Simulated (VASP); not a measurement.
Wanted: the native input for a VASP 6.6.1 run.

```yaml
Task: single point
Functional: PBE
Potentials_or_basis: VASP PAW PBE potentials, release 64 (Sr_sv, O)
Cutoff: 520 eV
k_mesh: 8 × 8 × 8
Occupations: gaussian, width 0.05 eV
Spin: no spin polarisation
Dipole_correction: no
Further_INCAR_settings: ALGO = Normal; EDIFF = 1e-07; NBANDS = 15
```

The structure of SrO lies in POSCAR:

```
SrO
1.0
    0.0000000000      2.7012874288      2.7012874288
    2.7012874288      0.0000000000      2.7012874288
    2.7012874288      2.7012874288      0.0000000000
Sr O
1 1
Direct
    0.0000000000      0.0000000000      0.0000000000
    0.5000000000      0.5000000000      0.5000000000
```

This cell differs from its parent crystal: strain +0.040 along x and y, +0.040 along z.

One way to write it, as run:

INCAR

```
SYSTEM = SrO
  PREC = Accurate
  ENCUT = 520
  EDIFF = 1E-7
  ISMEAR = 0
  SIGMA = 0.05
  LREAL = .FALSE.
  LASPH = .TRUE.
  NELM = 100
  ALGO = Normal
  ISIF = 2
  LWAVE = .FALSE.
  LCHARG = .FALSE.
  GGA = PE
  NBANDS = 15
```

KPOINTS

```
Automatic mesh
0
G
  8 8 8
  0 0 0
```

Potentials or basis: VASP PAW PBE potentials, release 64 (Sr_sv, O).

Run with:

```sh
$ cat potpaw_PBE.64/Sr_sv/POTCAR potpaw_PBE.64/O/POTCAR > POTCAR
$ mpirun -np 1 vasp_std > vasp.out
```

It gave:

```json
{
  "Pressure": "-7.4 GPa",
  "Band gap on the k mesh": "3.01 eV, direct"
}
```

Caveat: the cell differs from its parent crystal (strain +0.040 along x and y, +0.040 along z).

It took 11 s on 1 thread of Intel Xeon 6975P-C (shared host), peak memory 0.17 GiB.
